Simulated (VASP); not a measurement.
The system is LaAgS2.

```xyz
4
Lattice="2.0535 1.1856 6.7068 -2.0535 1.1856 6.7068 0.0000 -2.3712 6.7068" Properties=species:S:1:pos:R:3 pbc="T T T"
Ag    2.0535    1.1856    6.7068
La    0.0000    0.0000   10.0602
S     0.0000    0.0000    5.0301
S     0.0000    0.0000   15.0904
```

- Program: VASP 6.6.1
- Task: relaxation of cell and atoms
- Functional: PBEsol
- Potentials or basis: VASP PAW PBE potentials, release 64 (Ag, La, S)
- Cutoff: 600 eV
- k mesh: 6 × 6 × 6
- Occupations: fermi-dirac, width 0.03 eV
- Spin: no spin polarisation

At the start: pressure -4.1 GPa; volume 24.49 Å³/atom.

Task: Where does the relaxation end?

Result: Over 18 steps the energy falls by 94.3 meV/atom and the volume is 21.88 Å³/atom (-10.7 %); space group R-3m (No. 166, to 0.1 Å) before and after.

The path:
```tsv
step	energy change (eV)	largest force (eV/Å)	pressure (GPa)	volume (Å³)
1	0.0000	0.1184	-4.09	97.97
2	-0.1939	0.4479	1.80	89.31
3	-0.1943	0.4671	2.02	89.03
4	-0.3179	0.3218	0.79	88.95
5	-0.3718	0.1438	-0.56	88.46
6	-0.3718	0.1498	-0.52	88.49
7	-0.3753	0.1141	0.29	87.33
8	-0.3753	0.1108	0.34	87.26
9	-0.3770	0.0115	0.02	87.41
10	-0.3770	0.0064	-0.01	87.42
11	-0.3770	0.0038	-0.01	87.43
12	-0.3771	0.0002	0.04	87.40
13	-0.3770	0.0111	0.16	87.31
14	-0.3771	0.0062	0.09	87.35
15	-0.3771	0.0117	0.03	87.45
16	-0.3771	0.0135	0.00	87.49
17	-0.3772	0.0111	-0.01	87.50
18	-0.3772	0.0000	0.00	87.53
```

Final structure:
```
Ag La S
1.0
     2.11246    1.21963    5.66223
    -2.11246    1.21963    5.66223
     0.00000   -2.43925    5.66223
Ag La S
1 1 2
Cartesian
  0.0000 -2.4393 5.6622
  0.0000 0.0000 8.4933
  0.0000 0.0000 4.3090
  0.0000 0.0000 12.6777
```

Caveat: the PAW data sets were made with another functional, which shifts forces and pressure a little.
